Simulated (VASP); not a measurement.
# AlNi (Cm) in VASP: a series of runs

AlNi is run at these levels: PBE; tasks: single point.

All numbers are computed with VASP 6.6.1; they aren't measurements. Logs are shortened: lines on timing, memory, paths and dates and some standing lists are left out, and cuts for length are marked.

## 1. The cell of the first run

The structure is monoclinic, space group Cm (No. 8). The conventional cell has a = 4.091 Å, b = 4.091 Å, c = 8.845 Å, α = 90.00°, β = 101.11°, γ = 90.00°. Al (site symmetry m) has 1 Ni at 1.49 Å within 2.0 Å. Within 3.4 Å of Al (site symmetry m) lie 8 Ni at 2.51 Å and 6 Al at 2.89 to 3.36 Å. Al (site symmetry m) has 8 Ni at 2.51 Å and 6 Al at 2.89 Å within 3.3 Å. Within 2.0 Å of Ni (site symmetry m) lie 1 Al at 1.49 Å. Within 3.3 Å of Ni (site symmetry m) lie 8 Al at 2.51 Å and 6 Ni at 2.89 Å. Within 3.4 Å of Ni (site symmetry m) lie 8 Al at 2.51 Å and 6 Ni at 2.89 to 3.36 Å.

## 2. Single point, PBE (the part above a cut slid along it)

File INCAR:

```
PREC = Accurate ; ENCUT = 520
EDIFF = 1E-6 ; ISMEAR = 0
SIGMA = 0.15 ; LREAL = F
LASPH = T ; NELM = 100
ALGO = Fast ; ISIF = 2
LWAVE = F ; LCHARG = F
GGA = PE ; NBANDS = 28
```

File KPOINTS:

```
regular mesh
0
Gamma
  20 20 7
```

File POSCAR:

```
AlNi
1.0
    0.0000000000     -2.8930835334      0.0000000000
    0.0000000000      0.0000000000     -2.8930835334
    8.6792506003     -1.2055479084      1.2055479084
Al Ni
3 3
Direct
   -0.3819680550      1.3819680550      0.9166500000
   -0.1041680550      1.1041680550      0.2499833333
   -0.2430680550      1.2430680550      0.5833166667
    0.4652819450      0.5347180550      0.0833166667
    0.3263819450      0.6736180550      0.4166500000
    0.1874819450      0.8125180550      0.7499833333
```

Potentials or basis: VASP PAW PBE potentials, release 64 (Al, Ni).

Run with:

```console
$ cat potpaw_PBE.64/Al/POTCAR potpaw_PBE.64/Ni/POTCAR > POTCAR
$ mpirun -np 1 vasp_std > vasp.out
```

OUTCAR:

```text
PREC = Accurate
   ENCUT = 520
   EDIFF = 1E-6
   ISMEAR = 0
   LREAL = F
   LASPH = T
   NELM = 100
   ISIF = 2
   GGA = PE

 ion  position               nearest neighbor table
   1  0.618  0.382  0.917-   4 1.49   6 2.51   6 2.51   6 2.51   6 2.51   3 2.89   4 3.03   4 3.03
                             2 3.36
   2  0.896  0.104  0.250-   4 2.51   4 2.51   4 2.51   4 2.51   5 2.51   5 2.51   5 2.51   5 2.51
                             3 2.89   1 3.36
   3  0.757  0.243  0.583-   6 2.51   6 2.51   6 2.51   6 2.51   5 2.51   5 2.51   5 2.51   5 2.51
                             1 2.89   2 2.89
   4  0.465  0.535  0.083-   1 1.49   2 2.51   2 2.51   2 2.51   2 2.51   5 2.89   1 3.03   1 3.03

   5  0.326  0.674  0.417-   2 2.51   3 2.51   2 2.51   2 2.51   3 2.51   3 2.51   2 2.51   3 2.51
                             4 2.89   6 2.89
   6  0.187  0.813  0.750-   3 2.51   3 2.51   3 2.51   3 2.51   1 2.51   1 2.51   1 2.51   1 2.51
                             5 2.89

 -----------------------------------------------------------------------------
|                                                                             |
|           W    W    AA    RRRRR   N    N  II  N    N   GGGG   !!!           |
|           W    W   A  A   R    R  NN   N  II  NN   N  G    G  !!!           |
|           W    W  A    A  R    R  N N  N  II  N N  N  G       !!!           |
|           W WW W  AAAAAA  RRRRR   N  N N  II  N  N N  G  GGG   !            |
|           WW  WW  A    A  R   R   N   NN  II  N   NN  G    G                |
|           W    W  A    A  R    R  N    N  II  N    N   GGGG   !!!           |
|                                                                             |
|     The distance between some ions is very small. Please check the          |
|     nearest-neighbor list in the OUTCAR file.                               |
|     I HOPE YOU KNOW WHAT YOU ARE DOING!                                     |
|                                                                             |
 -----------------------------------------------------------------------------

  LATTYP: Found a base centered monoclinic cell.
 ALAT       =     4.0914379700
 B/A-ratio  =     1.0000000000
 C/A-ratio  =     2.1618600533
 COS(beta)  =    -0.1927506822

  Lattice vectors:

 A1 = (   0.0000000000,   0.0000000000,  -2.8930835334)
 A2 = (   0.0000000000,   2.8930835334,   0.0000000000)
 A3 = (   8.6792506003,  -1.2055479084,   1.2055479084)

Analysis of symmetry for initial positions (statically):
=====================================================================
 Subroutine PRICEL returns:
 Original cell was already a primitive cell.

 Routine SETGRP: Setting up the symmetry group for a
 base centered monoclinic supercell.

 Subroutine GETGRP returns: Found  2 space group operations
 (whereof  2 operations were pure point group operations)
 out of a pool of  4 trial point group operations.

The static configuration has the point symmetry C_1h.

Analysis of symmetry for dynamics (positions and initial velocities):
=====================================================================
 Subroutine PRICEL returns:
 Original cell was already a primitive cell.

 Routine SETGRP: Setting up the symmetry group for a
 base centered monoclinic supercell.

 Subroutine GETGRP returns: Found  2 space group operations
 (whereof  2 operations were pure point group operations)
 out of a pool of  4 trial point group operations.

The dynamic configuration has the point symmetry C_1h.

 Subroutine INISYM returns: Found  2 space group operations
 (whereof  2 operations are pure point group operations),
 and found     1 'primitive' translations

----------------------------------------------------------------------------------------

                                     Primitive cell

  volume of cell :      72.6447

  direct lattice vectors                    reciprocal lattice vectors
     0.000000000 -2.893083533  0.000000000    -0.048011058 -0.345651962  0.000000000
     0.000000000  0.000000000 -2.893083533     0.048011058  0.000000000 -0.345651962
     8.679250600 -1.205547908  1.205547908     0.115217321  0.000000000  0.000000000

  length of vectors
     2.893083533  2.893083533  8.845116308     0.348970401  0.348970401  0.115217321

  position of ions in fractional coordinates (direct lattice)
     0.618031945  0.381968055  0.916650000
     0.895831945  0.104168055  0.249983333
     0.756931945  0.243068055  0.583316667
     0.465281945  0.534718055  0.083316667
     0.326381945  0.673618055  0.416650000
     0.187481945  0.812518055  0.749983333

  ion indices of the primitive-cell ions
   primitive index   ion index
                 1           1
                 2           2
                 3           3
                 4           4
                 5           5
                 6           6

----------------------------------------------------------------------------------------

 KPOINTS: regular mesh

Automatic generation of k-mesh.
 Grid dimensions read from file:
 generate k-points for:   20   20    7

 Generating k-lattice:

  Cartesian coordinates                     Fractional coordinates (reciprocal lattice)
    -0.002400553 -0.017282598  0.000000000     0.050000000  0.000000000 -0.000000000
     0.002400553  0.000000000 -0.017282598     0.000000000  0.050000000  0.000000000
     0.016459617  0.000000000  0.000000000     0.000000000  0.000000000  0.142857143

  Length of vectors
     0.017448520  0.017448520  0.016459617

  Shift w.r.t. Gamma in fractional coordinates (k-lattice)
     0.000000000  0.000000000  0.000000000

 Subroutine IBZKPT returns following result:
 ===========================================

 Found    741 irreducible k-points:

 Following reciprocal coordinates:
            Coordinates               Weight
  0.000000  0.000000  0.000000      1.000000
  0.050000  0.000000  0.000000      4.000000
  0.100000  0.000000  0.000000      4.000000
  0.150000  0.000000  0.000000      4.000000
  0.200000  0.000000  0.000000      4.000000
  0.250000  0.000000  0.000000      4.000000
[... 16 lines left out ...]
 -0.400000  0.050000 -0.000000      4.000000
 -0.350000  0.050000 -0.000000      4.000000
 [... further k-points ...]
   k-points           NKPTS =    741   k-points in BZ     NKDIM =    741   number of bands    NBANDS=     28
   number of dos      NEDOS =    301   number of ions     NIONS =      6
   total plane-waves  NPLWV =  40320
   dimension x,y,z NGX =    24 NGY =   24 NGZ =   70
   dimension x,y,z NGXF=    48 NGYF=   48 NGZF=  140
   ions per type =               3   3
   NGX,Y,Z   is equivalent  to a cutoff of  13.79, 13.79, 13.16 a.u.
   NGXF,Y,Z  is equivalent  to a cutoff of  27.58, 27.58, 26.31 a.u.
 SYSTEM =  unknown system
   PREC   = accura    normal or accurate (medium, high low for compatibility)
   ISTART =      0    job   : 0-new  1-cont  2-samecut
   ICHARG =      2    charge: 1-file 2-atom 10-const
   ISPIN  =      1    spin polarized calculation?
   LNONCOLLINEAR =      F non collinear calculations
   LSORBIT =      F    spin-orbit coupling
   LASPH  =      T    aspherical Exc in radial PAW
   ENCUT  =  520.0 eV  38.22 Ry    6.18 a.u.   5.38  5.38 16.45*2*pi/ulx,y,z
   NELM   =    100;   NELMIN=  2; NELMDL= -5     # of ELM steps
   EDIFF  = 0.1E-05   stopping-criterion for ELM
   LREAL  =      F    real-space projection
   EDIFFG = 0.1E-04   stopping-criterion for IOM
   NSW    =      0    number of steps for IOM
   IBRION =     -1    ionic relax: 0-MD 1-quasi-New 2-CG
   NFREE  =      0    steps in history (QN), initial steepest desc. (CG)
   ISIF   =      2    stress and relaxation
   ISYM   =      2    0-nonsym 1-usesym 2-fastsym
   POTIM  = 0.5000    time-step for ionic-motion
   TEBEG  =    0.0;   TEEND  =   0.0 temperature during run
   PSTRESS=    0.0 pullay stress
   NELECT =      39.0000    total number of electrons
   NUPDOWN=      -1.0000    fix difference up-down
   EMIN   =  10.00;   EMAX   =-10.00  energy-range for DOS
   EFERMI =   0.00;   METHOD = LEGACY
   ISMEAR =     0;   SIGMA  =   0.15  broadening in eV -4-tet -1-fermi 0-gaus
   EFERMI_NEDOS =   21; number of points for ismear=-14 and -15
   IALGO  =     68    algorithm
   IMIX   =      4    mixing-type and parameters
     AMIX     =   0.40;   BMIX     =  1.00
     AMIX_MAG =   1.60;   BMIX_MAG =  1.00
  volume/ion in A,a.u.               =      12.11        81.71
  Fermi-wavevector in a.u.,A,eV,Ry     =   1.330541  2.514358 24.086934  1.770340
  Thomas-Fermi vector in A             =   2.459620
   LORBIT       =      0    0 simple, 1 ext, 2 COOP (PROOUT), +10 PAW based schemes
   GGA     = PE    functional components
   LHFCALC =     F    Hartree Fock is set to
   AEXX    =    0.0000 exact exchange contribution
   IVDW    =     0    specifies the selected vdW correction
   LEPSILON=     F    determine dielectric tensor
   LRPA    =     F    only Hartree local field effects (RPA)
 non-spin polarized calculation
 RMM-DIIS sequential band-by-band and
 Gauss-broadening in eV      SIGMA  =   0.15
  energy-cutoff  :      520.00
  volume of cell :       72.64
 maximum number of plane-waves:      1986
 NGX is ok and might be reduce to    24
   NGX = 11   NGY = 11   NGZ = 33

 number of electron      39.0000006 magnetization

 Free energy of the ion-electron system (eV)
  ---------------------------------------------------
  ext. energy  EPLUGINS =         0.00000000
  ---------------------------------------------------
  free energy    TOTEN  =       -23.24050137 eV

  energy without entropy =      -23.21656385  energy(sigma->0) =      -23.22853261

 E-fermi :   9.8824     XC(G=0): -11.9129

 val. band max:        9.8805365336   @ k =   0.3500  -0.3500   0.2857
 cond. band min:       9.8838008751   @ k =  -0.4000   0.0500   0.1429
 fundamental gap:      0.0032643414
 Fermi energy:         9.8823848924

 k-point     1 :       0.0000    0.0000    0.0000
  band No.  band energies     occupation
      1      -1.1128      2.00000
      2       0.7375      2.00000
      3       1.0758      2.00000
      4       5.3556      2.00000
      5       5.5967      2.00000
      6       6.3963      2.00000
[... 20 lines left out ...]
     27      17.9749      0.00000
     28      18.0265      0.00000
[... 683 lines left out ...]
 k-point    24 :      -0.3500    0.0500   -0.0000
  band No.  band energies     occupation
      1       1.1400      2.00000
      2       2.3345      2.00000
      3       3.3994      2.00000
      4       5.2594      2.00000
      5       5.5470      2.00000
      6       5.8687      2.00000
[... 20 lines left out ...]
     27      17.5583      0.00000
     28      18.4306      0.00000

 [... further k-points ...]
[... 5 lines left out ...]
  --------------------------------------------------------------------------------------
  -------------------------------------------------------------------------------------
  Total       38.0858576      0.2617857      0.2617857      7.3869863     -1.1567761     -7.3869862
  in kB      839.9823232      5.7736757      5.7736757    162.9197381    -25.5126583   -162.9197355
  external PRESSURE =     283.8432249 kB  Pullay stress =       0.0000000 kB

 VOLUME and BASIS-vectors are now :
 -----------------------------------------------------------------------------
  energy-cutoff  :      520.00
  volume of cell :       72.64
      direct lattice vectors                 reciprocal lattice vectors
     0.000000000 -2.893083533  0.000000000    -0.048011058 -0.345651962  0.000000000
     0.000000000  0.000000000 -2.893083533     0.048011058  0.000000000 -0.345651962
     8.679250600 -1.205547908  1.205547908     0.115217321  0.000000000  0.000000000

 POSITION                                       TOTAL-FORCE (eV/Angst)
 -----------------------------------------------------------------------------------
      7.95584     -2.89308      0.00000       -25.140985     -4.586371      4.586371
      2.16967     -2.89308     -0.00000        -0.028549      0.106885     -0.106885
      5.06275     -2.89308      0.00000        -0.051783     -0.023033      0.023033
      0.72313     -1.44654     -1.44654        25.352581      4.617929     -4.617929
      3.61621     -1.44654     -1.44654         0.187587      0.017212     -0.017212
      6.50929     -1.44654     -1.44654        -0.318851     -0.132622      0.132622
 -----------------------------------------------------------------------------------
    total drift:                               -0.001052     -0.000523      0.000523

  FREE ENERGIE OF THE ION-ELECTRON SYSTEM (eV)
  ---------------------------------------------------
  free  energy   TOTEN  =       -23.2405013698 eV

  energy  without entropy=      -23.2165638512  energy(sigma->0) =      -23.22853261
```

It took 31 min on 1 thread of Oxide Virtual Turin-like, shared host; peak memory 1.1 GiB.

What came out:

```yaml
Free_energy: -23.2405 eV
Pressure: 28.4 GPa
Largest_force: 26.180 eV/Å
Band_gap_on_the_k_mesh: zero (an odd number of electrons rules out a gap without spin polarisation)
```

Forces in eV/Å, atoms in the order of the input:
```
Al  -25.141  -4.586   4.586
Al   -0.029   0.107  -0.107
Al   -0.052  -0.023   0.023
Ni   25.353   4.618  -4.618
Ni    0.188   0.017  -0.017
Ni   -0.319  -0.133   0.133
```

Stress tensor (GPa, compression positive):
```
 84.00  16.29 -16.29
 16.29   0.58  -2.55
-16.29  -2.55   0.58
```

Levels at points of the mesh, in eV from the Fermi level:
```tsv
k point	band 15	band 16	band 17	band 18	band 19	band 20	band 21	band 22	band 23	band 24
(0.00, 0.00, 0.00)	-1.78	-1.64	-1.58	-1.52	-1.02	-0.19	5.45	5.94	5.97	6.24
(0.50, 0.00, 0.00)	-2.14	-1.93	-1.70	-1.66	-1.11	-0.74	-0.43	0.70	2.84	4.09
(0.50, 0.50, 0.00)	-1.24	-1.10	-1.04	-1.00	0.28	0.67	1.31	1.50	1.83	2.37
```

Caveat: the cell differs from its parent crystal (the part above a cut slid along it); atoms lie so close that the PAW spheres overlap strongly, which falsifies energies and pressures; the stress differs along the axes, from 1 to 84 GPa; forces of over 1 eV/Å act on the atoms, so gaps and moduli don't describe the material at rest. Spin polarisation is off, so any magnetic state and its effect on volume and gap are missing.

## 3. Single point, PBE (the part above a cut slid along it)

File INCAR:

```
SYSTEM = AlNi
PREC = Accurate
ENCUT = 520
EDIFF = 1E-7
ISMEAR = 0
SIGMA = 0.15
LREAL = .False.
LASPH = .True.
NELM = 60
ALGO = Fast
ISIF = 2
LWAVE = .False.
LCHARG = .False.
GGA = PE
NBANDS = 28
```

File KPOINTS:

```
regular mesh
0
Gamma
  20 20 7
  0 0 0
```

File POSCAR:

```
AlNi
1.0
    0.0000000000     -2.8930835334      0.0000000000
    0.0000000000      0.0000000000     -2.8930835334
    8.6792506003     -0.4822770250      0.4822770250
Al Ni
3 3
Direct
   -0.1528055550      1.1528055550      0.9166500000
   -0.0416722217      1.0416722217      0.2499833333
   -0.0972388883      1.0972388883      0.5833166667
    0.4861111117      0.5138888883      0.0833166667
    0.4305444450      0.5694555550      0.4166500000
    0.3749777783      0.6250222217      0.7499833333
```

Potentials or basis: VASP PAW PBE potentials, release 64 (Al, Ni).

Run with:

```console
$ cat potpaw_PBE.64/Al/POTCAR potpaw_PBE.64/Ni/POTCAR > POTCAR
$ mpirun -np 1 vasp_std > vasp.out
```

Run time: 59 min. Hardware: 1 thread of Oxide Virtual Turin-like, shared host; peak memory 1.1 GiB.

Results (log left out):

| Quantity | Value |
| --- | --- |
| Free energy | -30.6312 eV |
| Pressure | 5.6 GPa |
| Largest force | 4.408 eV/Å |
| Band gap on the k mesh | zero (an odd number of electrons rules out a gap without spin polarisation) |

Forces on the atoms (eV/Å):
```
Al  -2.824 -2.389  2.389
Al  -0.086  0.145 -0.145
Al   0.035 -0.031  0.031
Ni   2.950  2.316 -2.316
Ni   0.023  0.030 -0.030
Ni  -0.097 -0.070  0.070
```

Stress tensor (GPa, compression positive):
```
 9.47  9.16 -9.16
 9.16  3.60 -4.55
-9.16 -4.55  3.60
```

Levels at points of the mesh, in eV from the Fermi level:
| k point | band 15 | band 16 | band 17 | band 18 | band 19 | band 20 | band 21 | band 22 | band 23 | band 24 |
| --- | --- | --- | --- | --- | --- | --- | --- | --- | --- | --- |
| (0.00, 0.00, 0.00) | -1.58 | -1.50 | -1.45 | -1.41 | -0.29 | -0.12 | 5.34 | 5.63 | 5.79 | 7.04 |
| (0.50, 0.00, 0.00) | -1.95 | -1.91 | -1.82 | -1.50 | -0.82 | -0.72 | -0.62 | 2.38 | 3.05 | 3.67 |
| (0.50, 0.50, 0.00) | -1.04 | -0.99 | -0.97 | -0.04 | 0.55 | 0.61 | 0.69 | 1.51 | 1.74 | 2.07 |

Caveat: the cell differs from its parent crystal (the part above a cut slid along it); the stress differs along the axes, from 4 to 9 GPa; forces of over 1 eV/Å act on the atoms, so gaps and moduli don't describe the material at rest.
